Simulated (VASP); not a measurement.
# BeAl7 (P-43m) in VASP: a series of runs

BeAl7 is run at these levels: PBE; tasks: single point, relaxation of cell and atoms.

All numbers are computed with VASP 6.6.1; they aren't measurements. Logs are shortened: lines on timing, memory, paths and dates and some standing lists are left out, and cuts for length are marked.

## Step 1: The cell of the first run

It takes space group P-43m (No. 215, cubic). Conventional cell: a = 5.850 Å, b = 5.850 Å, c = 5.850 Å, α = 90.00°, β = 90.00°, γ = 90.00°. Be (site symmetry -43m) has 4 Al at 2.23 Å within 2.9 Å. Al (site symmetry 3m) has 1 Be at 2.23 Å and 3 Al at 2.65 Å within 2.9 Å. Within 3.5 Å of Al (site symmetry -42m) lie 4 Al at 2.65 Å.

## Step 2: Single point, PBE

Input file INCAR:

```
PREC = Accurate
ENCUT = 520
EDIFF = 1E-7
ISMEAR = 0
SIGMA = 0.1
LREAL = False
LASPH = True
NELM = 100
ALGO = Fast
ISIF = 2
LWAVE = False
LCHARG = False
GGA = PE
NBANDS = 22
```

Input file KPOINTS:

```
regular mesh
0
Gamma
  4 4 4
```

Input file POSCAR:

```
BeAl7
1.0
    5.8502927921      0.0000000000      0.0000000000
    0.0000000000      5.8502927921      0.0000000000
    0.0000000000      0.0000000000      5.8502927921
Be Al
1 7
Direct
    0.0000000000      0.0000000000      0.0000000000
    0.2198509229      0.2198509229      0.2198509229
    0.0000000000      0.5000000000      0.5000000000
    0.5000000000      0.5000000000      0.0000000000
    0.5000000000      0.0000000000      0.5000000000
    0.7801490771      0.2198509229      0.7801490771
    0.7801490771      0.7801490771      0.2198509229
    0.2198509229      0.7801490771      0.7801490771
```

Potentials or basis: VASP PAW PBE potentials, release 64 (Be, Al).

The run is started by

```console
> cat potpaw_PBE.64/Be/POTCAR potpaw_PBE.64/Al/POTCAR > POTCAR
> mpirun -np 1 vasp_std > vasp.out
```

OUTCAR:

```text
PREC = Accurate
   ENCUT = 520
   EDIFF = 1E-7
   ISMEAR = 0
   LREAL = False
   LASPH = True
   NELM = 100
   ISIF = 2
   GGA = PE

 ion  position               nearest neighbor table
   1  0.000  0.000  0.000-   2 2.23   6 2.23   7 2.23   8 2.23
   2  0.220  0.220  0.220-   1 2.23   3 2.65   4 2.65   5 2.65
   3  0.000  0.500  0.500-   2 2.65   6 2.65   7 2.65   8 2.65
   4  0.500  0.500  0.000-   2 2.65   6 2.65   7 2.65   8 2.65
   5  0.500  0.000  0.500-   2 2.65   6 2.65   7 2.65   8 2.65
   6  0.780  0.220  0.780-   1 2.23   3 2.65   4 2.65   5 2.65
   7  0.780  0.780  0.220-   1 2.23   3 2.65   4 2.65   5 2.65
   8  0.220  0.780  0.780-   1 2.23   3 2.65   4 2.65   5 2.65

  LATTYP: Found a simple cubic cell.
 ALAT       =     5.8502927921

  Lattice vectors:

 A1 = (   5.8502927921,   0.0000000000,   0.0000000000)
 A2 = (   0.0000000000,   5.8502927921,   0.0000000000)
 A3 = (   0.0000000000,   0.0000000000,   5.8502927921)

Analysis of symmetry for initial positions (statically):
=====================================================================
 Subroutine PRICEL returns:
 Original cell was already a primitive cell.

 Routine SETGRP: Setting up the symmetry group for a
 simple cubic supercell.

 Subroutine GETGRP returns: Found 24 space group operations
 (whereof 24 operations were pure point group operations)
 out of a pool of 48 trial point group operations.

The static configuration has the point symmetry T_d .

Analysis of symmetry for dynamics (positions and initial velocities):
=====================================================================
 Subroutine PRICEL returns:
 Original cell was already a primitive cell.

 Routine SETGRP: Setting up the symmetry group for a
 simple cubic supercell.

 Subroutine GETGRP returns: Found 24 space group operations
 (whereof 24 operations were pure point group operations)
 out of a pool of 48 trial point group operations.

The dynamic configuration has the point symmetry T_d .

 Subroutine INISYM returns: Found 24 space group operations
 (whereof 24 operations are pure point group operations),
 and found     1 'primitive' translations

----------------------------------------------------------------------------------------

                                     Primitive cell

  volume of cell :     200.2317

  direct lattice vectors                    reciprocal lattice vectors
     5.850292792  0.000000000  0.000000000     0.170931616  0.000000000  0.000000000
     0.000000000  5.850292792  0.000000000     0.000000000  0.170931616  0.000000000
     0.000000000  0.000000000  5.850292792     0.000000000  0.000000000  0.170931616

  length of vectors
     5.850292792  5.850292792  5.850292792     0.170931616  0.170931616  0.170931616

  position of ions in fractional coordinates (direct lattice)
     0.000000000  0.000000000  0.000000000
     0.219850923  0.219850923  0.219850923
     0.000000000  0.500000000  0.500000000
     0.500000000  0.500000000  0.000000000
     0.500000000  0.000000000  0.500000000
     0.780149077  0.219850923  0.780149077
     0.780149077  0.780149077  0.219850923
     0.219850923  0.780149077  0.780149077

  ion indices of the primitive-cell ions
   primitive index   ion index
                 1           1
                 2           2
                 3           3
                 4           4
                 5           5
                 6           6
                 7           7
                 8           8

----------------------------------------------------------------------------------------

 KPOINTS: regular mesh

Automatic generation of k-mesh.
 Grid dimensions read from file:
 generate k-points for:    4    4    4

 Generating k-lattice:

  Cartesian coordinates                     Fractional coordinates (reciprocal lattice)
     0.042732904  0.000000000  0.000000000     0.250000000  0.000000000  0.000000000
     0.000000000  0.042732904  0.000000000     0.000000000  0.250000000  0.000000000
     0.000000000  0.000000000  0.042732904     0.000000000  0.000000000  0.250000000

  Length of vectors
     0.042732904  0.042732904  0.042732904

  Shift w.r.t. Gamma in fractional coordinates (k-lattice)
     0.000000000  0.000000000  0.000000000

 Subroutine IBZKPT returns following result:
 ===========================================

 Found     10 irreducible k-points:

 Following reciprocal coordinates:
            Coordinates               Weight
  0.000000  0.000000  0.000000      1.000000
  0.250000  0.000000  0.000000      6.000000
  0.500000  0.000000  0.000000      3.000000
  0.250000  0.250000  0.000000     12.000000
  0.500000  0.250000  0.000000     12.000000
  0.500000  0.500000  0.000000      3.000000
  0.250000  0.250000  0.250000      8.000000
  0.500000  0.250000  0.250000     12.000000
  0.500000  0.500000  0.250000      6.000000
  0.500000  0.500000  0.500000      1.000000
   k-points           NKPTS =     10   k-points in BZ     NKDIM =     10   number of bands    NBANDS=     22
   number of dos      NEDOS =    301   number of ions     NIONS =      8
   total plane-waves  NPLWV = 110592
   dimension x,y,z NGX =    48 NGY =   48 NGZ =   48
   dimension x,y,z NGXF=    96 NGYF=   96 NGZF=   96
   ions per type =               1   7
   NGX,Y,Z   is equivalent  to a cutoff of  13.64, 13.64, 13.64 a.u.
   NGXF,Y,Z  is equivalent  to a cutoff of  27.28, 27.28, 27.28 a.u.
 SYSTEM =  unknown system
   PREC   = accura    normal or accurate (medium, high low for compatibility)
   ISTART =      0    job   : 0-new  1-cont  2-samecut
   ICHARG =      2    charge: 1-file 2-atom 10-const
   ISPIN  =      1    spin polarized calculation?
   LNONCOLLINEAR =      F non collinear calculations
   LSORBIT =      F    spin-orbit coupling
   LASPH  =      T    aspherical Exc in radial PAW
   ENCUT  =  520.0 eV  38.22 Ry    6.18 a.u.  10.88 10.88 10.88*2*pi/ulx,y,z
   NELM   =    100;   NELMIN=  2; NELMDL= -5     # of ELM steps
   EDIFF  = 0.1E-06   stopping-criterion for ELM
   LREAL  =      F    real-space projection
   EDIFFG = 0.1E-05   stopping-criterion for IOM
   NSW    =      0    number of steps for IOM
   IBRION =     -1    ionic relax: 0-MD 1-quasi-New 2-CG
   NFREE  =      0    steps in history (QN), initial steepest desc. (CG)
   ISIF   =      2    stress and relaxation
   ISYM   =      2    0-nonsym 1-usesym 2-fastsym
   POTIM  = 0.5000    time-step for ionic-motion
   TEBEG  =    0.0;   TEEND  =   0.0 temperature during run
   PSTRESS=    0.0 pullay stress
   NELECT =      23.0000    total number of electrons
   NUPDOWN=      -1.0000    fix difference up-down
   EMIN   =  10.00;   EMAX   =-10.00  energy-range for DOS
   EFERMI =   0.00;   METHOD = LEGACY
   ISMEAR =     0;   SIGMA  =   0.10  broadening in eV -4-tet -1-fermi 0-gaus
   EFERMI_NEDOS =   21; number of points for ismear=-14 and -15
   IALGO  =     68    algorithm
   IMIX   =      4    mixing-type and parameters
     AMIX     =   0.40;   BMIX     =  1.00
     AMIX_MAG =   1.60;   BMIX_MAG =  1.00
  volume/ion in A,a.u.               =      25.03       168.90
  Fermi-wavevector in a.u.,A,eV,Ry     =   0.795805  1.503853  8.616640  0.633305
  Thomas-Fermi vector in A             =   1.902204
   LORBIT       =      0    0 simple, 1 ext, 2 COOP (PROOUT), +10 PAW based schemes
   GGA     = PE    functional components
   LHFCALC =     F    Hartree Fock is set to
   AEXX    =    0.0000 exact exchange contribution
   IVDW    =     0    specifies the selected vdW correction
   LEPSILON=     F    determine dielectric tensor
   LRPA    =     F    only Hartree local field effects (RPA)
 non-spin polarized calculation
 RMM-DIIS sequential band-by-band and
 Gauss-broadening in eV      SIGMA  =   0.10
  energy-cutoff  :      520.00
  volume of cell :      200.23
 maximum number of plane-waves:      5449
 NGX is ok and might be reduce to    48
   NGX = 21   NGY = 21   NGZ = 21

 number of electron      23.0000000 magnetization

 Free energy of the ion-electron system (eV)
  ---------------------------------------------------
  ext. energy  EPLUGINS =         0.00000000
  ---------------------------------------------------
  free energy    TOTEN  =       -23.50105646 eV

  energy without entropy =      -23.45924908  energy(sigma->0) =      -23.48015277

 E-fermi :   3.0412     XC(G=0):  -8.3050

 val. band max:        3.0110531481   @ k =   0.5000   0.5000   0.2500
 cond. band min:       3.0428203917   @ k =   0.5000   0.5000   0.2500
 fundamental gap:      0.0317672435
 Fermi energy:         3.0411608852

 k-point     1 :       0.0000    0.0000    0.0000
  band No.  band energies     occupation
      1      -4.9555      2.00000
      2      -1.2639      2.00000
      3      -1.2639      2.00000
      4      -1.2639      2.00000
      5      -1.2537      2.00000
      6      -1.2537      2.00000
[... 14 lines left out ...]
     21       5.5854      0.00000
     22       5.9310      0.00000

 k-point     2 :       0.2500    0.0000    0.0000
  band No.  band energies     occupation
      1      -4.7096      2.00000
      2      -2.7918      2.00000
      3      -1.1576      2.00000
      4      -1.1576      2.00000
      5      -1.1361      2.00000
      6      -0.8339      2.00000
[... 14 lines left out ...]
     21       6.5475      0.00000
     22       6.8283      0.00000

 k-point     3 :       0.5000    0.0000    0.0000
  band No.  band energies     occupation
      1      -3.9981      2.00000
      2      -3.9599      2.00000
      3      -1.0314      2.00000
      4      -1.0314      2.00000
      5      -0.9928      2.00000
      6      -0.7171      2.00000
[... 14 lines left out ...]
     21       8.3305      0.00000
     22       8.3990      0.00000
[... 126 lines left out ...]
 k-point     9 :       0.5000    0.5000    0.2500
  band No.  band energies     occupation
      1      -2.9973      2.00000
      2      -2.9973      2.00000
      3      -2.8965      2.00000
      4      -2.7855      2.00000
      5      -0.4145      2.00000
      6      -0.4011      2.00000
[... 14 lines left out ...]
     21       7.8711      0.00000
     22       7.9148      0.00000

 k-point    10 :       0.5000    0.5000    0.5000
  band No.  band energies     occupation
      1      -2.7631      2.00000
      2      -2.7631      2.00000
      3      -2.7631      2.00000
      4      -2.5379      2.00000
      5      -1.0809      2.00000
      6      -1.0809      2.00000
[... 14 lines left out ...]
     21       7.4416      0.00000
     22       7.4416      0.00000

------------------------ aborting loop because EDIFF is reached ----------------------------------------

  FORCE on cell =-STRESS in cart. coord.  units (eV):
  Direction    XX          YY          ZZ          XY          YZ          ZX
  --------------------------------------------------------------------------------------
  -------------------------------------------------------------------------------------
  Total        0.2525294      0.2525294      0.2525294     -0.0000000     -0.0000000     -0.0000000
  in kB        2.0206436      2.0206436      2.0206436     -0.0000000     -0.0000000     -0.0000000
  external PRESSURE =       2.0206436 kB  Pullay stress =       0.0000000 kB

 VOLUME and BASIS-vectors are now :
 -----------------------------------------------------------------------------
  energy-cutoff  :      520.00
  volume of cell :      200.23
      direct lattice vectors                 reciprocal lattice vectors
     5.850292792  0.000000000  0.000000000     0.170931616  0.000000000  0.000000000
     0.000000000  5.850292792  0.000000000     0.000000000  0.170931616  0.000000000
     0.000000000  0.000000000  5.850292792     0.000000000  0.000000000  0.170931616

 POSITION                                       TOTAL-FORCE (eV/Angst)
 -----------------------------------------------------------------------------------
      0.00000      0.00000      0.00000        -0.000000     -0.000000     -0.000000
      1.28619      1.28619      1.28619         0.002141      0.002141      0.002141
      0.00000      2.92515      2.92515        -0.000000     -0.000000     -0.000000
      2.92515      2.92515      0.00000        -0.000000     -0.000000     -0.000000
      2.92515      0.00000      2.92515        -0.000000     -0.000000     -0.000000
      4.56410      1.28619      4.56410        -0.002141      0.002141     -0.002141
      4.56410      4.56410      1.28619        -0.002141     -0.002141      0.002141
      1.28619      4.56410      4.56410         0.002141     -0.002141     -0.002141
 -----------------------------------------------------------------------------------
    total drift:                                0.000000      0.000000     -0.000000

  FREE ENERGIE OF THE ION-ELECTRON SYSTEM (eV)
  ---------------------------------------------------
  free  energy   TOTEN  =       -23.5010564572 eV

  energy  without entropy=      -23.4592490824  energy(sigma->0) =      -23.48015277
```

Run time: 42 s. Hardware: 1 thread of Intel Xeon Platinum 8559C (Emerald Rapids), shared host; peak memory 0.31 GiB.

What came out:

| Quantity | Value |
| --- | --- |
| Free energy | -23.5011 eV |
| Pressure | 0.2 GPa |
| Largest force | 0.004 eV/Å |

Forces on the atoms (eV/Å):
```
Be   0.000  0.000  0.000
Al   0.002  0.002  0.002
Al   0.000  0.000  0.000
Al   0.000  0.000  0.000
Al   0.000  0.000  0.000
Al  -0.002  0.002 -0.002
Al  -0.002 -0.002  0.002
Al   0.002 -0.002 -0.002
```

## Step 3: Relaxation of cell and atoms, PBE

This run uses another cell than the first one, of 18.93 Å³/atom, 0.756 times its volume.

Input file INCAR:

```
  PREC = Accurate
  ENCUT = 600
  EDIFF = 1E-6
  ISMEAR = 0
  SIGMA = 0.1
  LREAL = False
  LASPH = True
  NELM = 80
  ALGO = Normal
  ISIF = 3
  LWAVE = False
  LCHARG = False
  GGA = PE
  IBRION = 2
  NSW = 90
  EDIFFG = -0.04
```

KPOINTS is that of step 2.

Input file POSCAR:

```
BeAl7
1.0
    5.3306106900      0.0000000000      0.0000000000
    0.0000000000      5.3306106900      0.0000000000
    0.0000000000      0.0000000000      5.3306106900
Be Al
1 7
Direct
    0.0000000000      0.0000000000      0.0000000000
    0.2526152100      0.2526152100      0.2526152100
    0.0000000000      0.5000000000      0.5000000000
    0.5000000000      0.5000000000      0.0000000000
    0.5000000000      0.0000000000      0.5000000000
    0.7473847900      0.2526152100      0.7473847900
    0.7473847900      0.7473847900      0.2526152100
    0.2526152100      0.7473847900      0.7473847900
```

Potentials or basis: VASP PAW PBE potentials, release 64 (Be, Al).

The run is started by

```console
> cat potpaw_PBE.64/Be/POTCAR potpaw_PBE.64/Al/POTCAR > POTCAR
> mpirun -np 1 vasp_std > vasp.out
```

Run time: 2.6 min. Hardware: 1 thread of Intel Xeon Platinum 8559C (Emerald Rapids), shared host; peak memory 0.32 GiB.

Results (log left out):

| Item | Value |
| --- | --- |
| Free energy | -23.5005 eV |
| Relaxed volume | 25.14 Å³/atom |
| Relaxed cell | a = 5.859 Å, b = 5.859 Å, c = 5.859 Å, α = 90.00°, β = 90.00°, γ = 90.00° |
| Space group after relaxing (to 0.05 Å) | P-43m (No. 215) |
| Energy gained by relaxing | 503.5 meV/atom |
| Ionic steps | 11 |
| Pressure after relaxing | 0.0 GPa |
| Largest force after relaxing | 0.016 eV/Å |

Forces in eV/Å, atoms in the order of the input:
```
Be   0.000  0.000  0.000
Al   0.009  0.009  0.009
Al   0.000  0.000  0.000
Al   0.000  0.000  0.000
Al   0.000  0.000  0.000
Al  -0.009  0.009 -0.009
Al  -0.009 -0.009  0.009
Al   0.009 -0.009 -0.009
```

The path:
| step | energy change (eV) | largest force (eV/Å) | pressure (GPa) | volume (Å³) |
| --- | --- | --- | --- | --- |
| 1 | 0.0000 | 2.1934 | 23.16 | 151.47 |
| 2 | -3.5238 | 0.6246 | -2.34 | 219.75 |
| 3 | -3.5846 | 0.7695 | -0.51 | 208.34 |
| 4 | -3.5851 | 0.7517 | -0.74 | 209.61 |
| 5 | -3.7022 | 0.6999 | -0.63 | 207.65 |
| 6 | -3.9642 | 0.3746 | -0.04 | 201.85 |
| 7 | -3.6785 | 1.0579 | 2.69 | 190.59 |
| 8 | -4.0142 | 0.1674 | 0.41 | 199.22 |
| 9 | -4.0205 | 0.0370 | 0.68 | 197.89 |
| 10 | -4.0250 | 0.0474 | -0.35 | 203.16 |
| 11 | -4.0279 | 0.0159 | 0.03 | 201.10 |

Final structure:
```
CELL_PARAMETERS angstrom
5.85869 0.00000 0.00000
0.00000 5.85869 0.00000
0.00000 0.00000 5.85869
ATOMIC_POSITIONS crystal
Be 0.00000 0.00000 0.00000
Al 0.21961 0.21961 0.21961
Al 0.00000 0.50000 0.50000
Al 0.50000 0.50000 0.00000
Al 0.50000 0.00000 0.50000
Al 0.78039 0.21961 0.78039
Al 0.78039 0.78039 0.21961
Al 0.21961 0.78039 0.78039
```

Levels at points of the mesh, in eV from the Fermi level:
```
           k point  band 8  band 9  band 10  band 11  band 12  band 13  band 14  band 15  band 16
(0.00, 0.00, 0.00)   -0.33   -0.33    -0.33    -0.31    -0.31    -0.31     1.92     1.92     2.26
(0.50, 0.00, 0.00)   -1.49   -1.49    -1.34    -0.36    -0.25     0.33     0.33     0.93     0.93
(0.50, 0.50, 0.00)   -1.97   -1.46    -1.46    -1.00    -0.96     0.99     0.99     1.08     1.67
(0.50, 0.50, 0.50)   -3.29    1.03     1.03     1.03     1.31     1.31     1.31     1.81     1.81
```

Caveat: the volume moved by over 15 % at a fixed basis, so the end points are rough.
